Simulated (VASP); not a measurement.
# KBr (I4/mmm) in VASP: single point with r2SCAN

Aim: the single point of KBr with r2SCAN.

Program: VASP 6.6.1. These are calculated values, not measurements. Logs are shortened: lines on timing, memory, paths and dates and some standing lists are left out, and cuts for length are marked.

### 1 The cell of the first run

Symmetry: I4/mmm, No. 139, tetragonal system. The conventional cell has a = 4.430 Å, b = 4.430 Å, c = 6.700 Å, α = 90.00°, β = 90.00°, γ = 90.00°. Within 4.1 Å of K (site symmetry 4/mmm) lie 6 Br at 3.13 to 3.35 Å. Br (site symmetry 4/mmm) has 6 K at 3.13 to 3.35 Å within 4.1 Å.

### 2 Single point, r2SCAN (epitaxial xy strain -5.2%)

POSCAR

```
KBr
1.0
    0.0000000000      3.1321820574      3.3499521082
    3.1321820574      0.0000000000      3.3499521082
    3.1321820574      3.1321820574      0.0000000000
K Br
1 1
Direct
    0.0000000000      0.0000000000      0.0000000000
    0.5000000000      0.5000000000      0.5000000000
```

INCAR.step1

```
SYSTEM = KBr
PREC = Accurate
ENCUT = 520
ISMEAR = 0
SIGMA = 0.01
LREAL = .FALSE.
LASPH = .TRUE.
NELM = 60
NBANDS = 15
GGA = PE
ALGO = Normal
EDIFF = 1E-4
LWAVE = .TRUE.
LCHARG = .FALSE.
```

INCAR.step2

```
SYSTEM = KBr
PREC = Accurate
ENCUT = 520
EDIFF = 1E-6
ISMEAR = 0
SIGMA = 0.01
LREAL = .FALSE.
LASPH = .TRUE.
NELM = 60
ALGO = Normal
ISIF = 2
LWAVE = .FALSE.
LCHARG = .TRUE.
METAGGA = R2SCAN
LMIXTAU = .TRUE.
LELF = .TRUE.
LVHAR = .TRUE.
NBANDS = 15
ISTART = 1
```

KPOINTS

```
regular mesh
0
G
  6 6 6
  0 0 0
```

Potentials or basis: VASP PAW PBE potentials, release 64 (K_sv, Br).

Run with:

```console
cat potpaw_PBE.64/K_sv/POTCAR potpaw_PBE.64/Br/POTCAR > POTCAR
cp INCAR.step1 INCAR
mpirun -np 1 vasp_std > vasp.out
cp INCAR.step2 INCAR
mpirun -np 1 vasp_std > vasp.out
```

OUTCAR:

```text
SYSTEM = KBr
   PREC = Accurate
   ENCUT = 520
   EDIFF = 1E-6
   ISMEAR = 0
   LREAL = .FALSE.
   LASPH = .TRUE.
   NELM = 60
   ISIF = 2
   METAGGA = R2SCAN
   ISTART = 1

 ion  position               nearest neighbor table
   1  0.000  0.000  0.000-   2 3.13   2 3.13   2 3.13   2 3.13
   2  0.500  0.500  0.500-   1 3.13   1 3.13   1 3.13   1 3.13

  LATTYP: Found a body centered tetragonal cell.
 ALAT       =     4.4295743454
 C/A-ratio  =     1.5125390600

  Lattice vectors:

 A1 = (  -3.1321820574,   0.0000000000,   3.3499521082)
 A2 = (   3.1321820574,   0.0000000000,   3.3499521082)
 A3 = (   0.0000000000,   3.1321820574,  -3.3499521082)

Analysis of symmetry for initial positions (statically):
=====================================================================
 Subroutine PRICEL returns:
 Original cell was already a primitive cell.

 Routine SETGRP: Setting up the symmetry group for a
 body centered tetragonal supercell.

 Subroutine GETGRP returns: Found 16 space group operations
 (whereof 16 operations were pure point group operations)
 out of a pool of 16 trial point group operations.

The static configuration has the point symmetry D_4h.

Analysis of symmetry for dynamics (positions and initial velocities):
=====================================================================
 Subroutine PRICEL returns:
 Original cell was already a primitive cell.

 Routine SETGRP: Setting up the symmetry group for a
 body centered tetragonal supercell.

 Subroutine GETGRP returns: Found 16 space group operations
 (whereof 16 operations were pure point group operations)
 out of a pool of 16 trial point group operations.

The dynamic configuration has the point symmetry D_4h.

 Subroutine INISYM returns: Found 16 space group operations
 (whereof 16 operations are pure point group operations),
 and found     1 'primitive' translations

----------------------------------------------------------------------------------------

                                     Primitive cell

  volume of cell :      65.7298

  direct lattice vectors                    reciprocal lattice vectors
     0.000000000  3.132182057  3.349952108    -0.159633122  0.159633122  0.149255865
     3.132182057  0.000000000  3.349952108     0.159633122 -0.159633122  0.149255865
     3.132182057  3.132182057  0.000000000     0.159633122  0.159633122 -0.149255865

  length of vectors
     4.586146920  4.586146920  4.429574345     0.270634034  0.270634034  0.270634034

  position of ions in fractional coordinates (direct lattice)
[... 91 lines left out ...]
   NUPDOWN=      -1.0000    fix difference up-down
   EMIN   =  10.00;   EMAX   =-10.00  energy-range for DOS
   EFERMI =   0.00;   METHOD = LEGACY
   ISMEAR =     0;   SIGMA  =   0.01  broadening in eV -4-tet -1-fermi 0-gaus
   EFERMI_NEDOS =   21; number of points for ismear=-14 and -15
   IALGO  =     38    algorithm
   IMIX   =      4    mixing-type and parameters
     AMIX     =   0.40;   BMIX     =  1.00
     AMIX_MAG =   1.60;   BMIX_MAG =  1.00
  volume/ion in A,a.u.               =      32.86       221.78
  Fermi-wavevector in a.u.,A,eV,Ry     =   1.022180  1.931640 14.216068  1.044852
  Thomas-Fermi vector in A             =   2.155845
   LORBIT       =      0    0 simple, 1 ext, 2 COOP (PROOUT), +10 PAW based schemes
   METAGGA = R2SCAN    functional components
   LHFCALC =     F    Hartree Fock is set to
   AEXX    =    0.0000 exact exchange contribution
   IVDW    =     0    specifies the selected vdW correction
   LEPSILON=     F    determine dielectric tensor
   LRPA    =     F    only Hartree local field effects (RPA)
 non-spin polarized calculation
 Gauss-broadening in eV      SIGMA  =   0.01
  energy-cutoff  :      520.00
  volume of cell :       65.73
 maximum number of plane-waves:      1785
 NGX is ok and might be reduce to    36
   NGX = 17   NGY = 17   NGZ = 17

 number of electron      16.0000001 magnetization

 Free energy of the ion-electron system (eV)
  ---------------------------------------------------
  ext. energy  EPLUGINS =         0.00000000
  ---------------------------------------------------
  free energy    TOTEN  =       -23.18154889 eV

  energy without entropy =      -23.18154889  energy(sigma->0) =      -23.18154889

 E-fermi :  -1.6778     XC(G=0):  -8.1354

 val. band max:       -1.7441621792   @ k =   0.0000   0.0000   0.0000
 cond. band min:       3.5576308032   @ k =   0.0000   0.0000   0.0000
 fundamental gap:      5.3017929824
 Fermi energy:        -1.6777981661

 k-point     1 :       0.0000    0.0000    0.0000
  band No.  band energies     occupation
      1     -30.4639      2.00000
      2     -14.6253      2.00000
      3     -13.1819      2.00000
      4     -13.1819      2.00000
      5     -13.1814      2.00000
      6      -1.8120      2.00000
      7      -1.7442      2.00000
      8      -1.7442      2.00000
      9       3.5576      0.00000
     10       6.1743      0.00000
     11       6.6217      0.00000
     12       6.6217      0.00000
     13       7.3772      0.00000
     14       7.6654      0.00000
[... 401 lines left out ...]
      2     -14.5979      2.00000
      3     -13.2649      2.00000
      4     -13.2228      2.00000
      5     -13.1434      2.00000
      6      -2.6633      2.00000
      7      -2.2698      2.00000
      8      -2.1397      2.00000
      9       4.9360      0.00000
     10       6.7788      0.00000
     11       8.2438      0.00000
     12       8.8709      0.00000
     13       9.2809      0.00000
     14       9.7331      0.00000
     15      10.5053      0.00000

 [... further k-points ...]

------------------------ aborting loop because EDIFF is reached ----------------------------------------

  FORCE on cell =-STRESS in cart. coord.  units (eV):
  Direction    XX          YY          ZZ          XY          YZ          ZX
  --------------------------------------------------------------------------------------
  -------------------------------------------------------------------------------------
  Total        1.3459704      1.3459704     -0.0169440      0.0000000     -0.0000000      0.0000000
  in kB       32.8082822     32.8082822     -0.4130134      0.0000000     -0.0000000      0.0000000
  external PRESSURE =      21.7345170 kB  Pullay stress =       0.0000000 kB

 VOLUME and BASIS-vectors are now :
 -----------------------------------------------------------------------------
  energy-cutoff  :      520.00
  volume of cell :       65.73
      direct lattice vectors                 reciprocal lattice vectors
     0.000000000  3.132182057  3.349952108    -0.159633122  0.159633122  0.149255865
     3.132182057  0.000000000  3.349952108     0.159633122 -0.159633122  0.149255865
     3.132182057  3.132182057  0.000000000     0.159633122  0.159633122 -0.149255865

 POSITION                                       TOTAL-FORCE (eV/Angst)
 -----------------------------------------------------------------------------------
      0.00000      0.00000      0.00000        -0.000000     -0.000000      0.000000
      3.13218      3.13218      3.34995         0.000000      0.000000     -0.000000
 -----------------------------------------------------------------------------------
    total drift:                                0.000000      0.000000      0.000000

  FREE ENERGIE OF THE ION-ELECTRON SYSTEM (eV)
  ---------------------------------------------------
  free  energy   TOTEN  =       -23.1815488857 eV

  energy  without entropy=      -23.1815488857  energy(sigma->0) =      -23.18154889
```

OUTCAR.step1:

```text
SYSTEM = KBr
   PREC = Accurate
   ENCUT = 520
   ISMEAR = 0
   LREAL = .FALSE.
   LASPH = .TRUE.
[... 655 lines left out ...]
      0.00000      0.00000      0.00000         0.000000      0.000000     -0.000000
      3.13218      3.13218      3.34995         0.000000      0.000000      0.000000
 -----------------------------------------------------------------------------------
    total drift:                                0.000000      0.000000      0.000000

  FREE ENERGIE OF THE ION-ELECTRON SYSTEM (eV)
  ---------------------------------------------------
  free  energy   TOTEN  =        -6.1227650515 eV

  energy  without entropy=       -6.1227650515  energy(sigma->0) =       -6.12276505
```

OSZICAR.step1:

```text
N       E                     dE             d eps       ncg     rms          rms(c)
DAV:   1     0.101525837656E+03    0.10153E+03   -0.69758E+03   900   0.953E+02
DAV:   2    -0.229922486706E+00   -0.10176E+03   -0.92505E+02  1194   0.235E+02
DAV:   3    -0.606794339510E+01   -0.58380E+01   -0.57995E+01  1209   0.491E+01
DAV:   4    -0.628103653160E+01   -0.21309E+00   -0.21305E+00  1344   0.845E+00
DAV:   5    -0.628327455438E+01   -0.22380E-02   -0.22380E-02  1251   0.899E-01    0.383E+00
DAV:   6    -0.612382533293E+01    0.15945E+00   -0.20569E-01  1103   0.228E+00    0.279E+00
DAV:   7    -0.611421040789E+01    0.96149E-02   -0.11049E-01  1187   0.184E+00    0.116E+00
DAV:   8    -0.612179711087E+01   -0.75867E-02   -0.11692E-02  1014   0.812E-01    0.122E-01
DAV:   9    -0.612240890351E+01   -0.61179E-03   -0.53271E-04  1243   0.146E-01    0.756E-02
DAV:  10    -0.612274794428E+01   -0.33904E-03   -0.33909E-04   949   0.107E-01    0.129E-02
DAV:  11    -0.612276505151E+01   -0.17107E-04   -0.21242E-05   905   0.323E-02
   1 F= -.61227651E+01 E0= -.61227651E+01  d E =-.165360E-92
```

Run time: 75 s. Hardware: 1 thread of Intel Xeon Platinum 8488C (Sapphire Rapids), shared host; peak memory 0.22 GiB.

What came out:

```
Free energy            : -23.1815 eV
Pressure               : 2.2 GPa
Band gap on the k mesh : 5.30 eV, direct
```

Levels at points of the mesh, in eV from the valence-band top:
| k point | band 4 | band 5 | band 6 | band 7 | band 8 | band 9 | band 10 | band 11 | band 12 | band 13 |
| --- | --- | --- | --- | --- | --- | --- | --- | --- | --- | --- |
| (0.00, 0.00, 0.00) | -11.44 | -11.44 | -0.07 | 0.00 | 0.00 | 5.30 | 7.92 | 8.37 | 8.37 | 9.12 |
| (0.50, 0.00, 0.00) | -11.43 | -11.10 | -1.39 | -0.45 | -0.43 | 7.29 | 9.15 | 10.75 | 10.76 | 10.82 |
| (0.50, 0.50, 0.00) | -11.48 | -11.48 | -1.02 | -0.27 | -0.26 | 6.28 | 8.37 | 10.22 | 10.41 | 10.87 |
| (0.50, 0.00, 0.50) | -11.51 | -11.48 | -0.90 | -0.38 | -0.37 | 6.19 | 8.35 | 10.40 | 10.72 | 10.93 |

Caveat: the cell differs from its parent crystal (epitaxial xy strain -5.2%); the PAW data sets were made with another functional, which shifts forces and pressure a little.
